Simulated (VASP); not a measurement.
Here is a VASP 6.6.1 calculation.

Contents of INCAR:

```
PREC = Accurate
ENCUT = 520
EDIFF = 1E-6
ISMEAR = 0
SIGMA = 0.1
LREAL = False
LASPH = True
NELM = 100
ALGO = Normal
ISIF = 2
LWAVE = False
LCHARG = True
GGA = PS
LELF = True
LVHAR = True
NBANDS = 12
```

Contents of KPOINTS:

```
Automatic mesh
0
Gamma
  6 6 6
```

The input POSCAR:

```
Hg
1.0
   -2.0696950000      2.0696950000      1.8022580000
    2.0696950000     -2.0696950000      1.8022580000
    2.0696950000      2.0696950000     -1.8022580000
Hg
1
Direct
    0.0000000000      0.0000000000      0.0000000000
```

Potentials or basis: VASP PAW PBE potentials, release 64 (Hg).

Command:

```sh
$ cat potpaw_PBE.64/Hg/POTCAR > POTCAR
$ mpirun -np 1 vasp_std > vasp.out
```

What does it give for the pressure?

-3.1 GPa.

What does it give for the band gap on the k mesh?

Zero (bands 6 and 7 overlap by 1.79 eV).

Stress tensor (GPa, compression positive):
```
-3.27  0.00  0.00
 0.00 -3.27  0.00
 0.00  0.00 -2.87
```

Caveat: the k points lie up to 0.39 Å⁻¹ apart, too coarse for converged energies and pressures of a metal; the PAW data sets were made with another functional, which shifts forces and pressure a little; spin-orbit coupling is left out, which moves the levels of the heavy elements.
